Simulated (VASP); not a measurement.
Te2Mo, 6 atoms in the cell. The cell holds a slab with vacuum, 6 atoms: a = 3.504 Å, b = 3.504 Å, c = 24.768 Å, α = 90.00°, β = 90.00°, γ = 120.00°. 

| Quantity | Value |
| --- | --- |
| Program | VASP 6.6.1 |
| Task | single point |
| Functional | PBE |
| Dispersion | D3(BJ) |
| Potentials or basis | VASP PAW PBE potentials, release 64 (Te, Mo_sv) |
| Cutoff | 520 eV |
| k mesh | 9 × 9 × 1 |
| Occupations | gaussian, width 0.05 eV |
| Spin | no spin polarisation |
| Dipole correction | yes |
| Further INCAR settings | ALGO = Normal; EDIFF = 1e-06; NBANDS = 35 |

Potentials or basis: VASP PAW PBE potentials, release 64 (Te, Mo_sv).

The run is started by

```sh
$ cat potpaw_PBE.64/Te/POTCAR potpaw_PBE.64/Mo_sv/POTCAR > POTCAR
$ mpirun -np 1 vasp_std > vasp.out
```

Hardware: 1 thread of Intel(R) Xeon(R) 6975P-C (Granite Rapids), with other jobs on the host.

Question: How long does it take, and how much memory?

Answer: Run time: 3.6 min on 1 thread of Intel(R) Xeon(R) 6975P-C (Granite Rapids) (shared host), peak memory 0.48 GiB. Counts: scf iterations 24, k points 25.
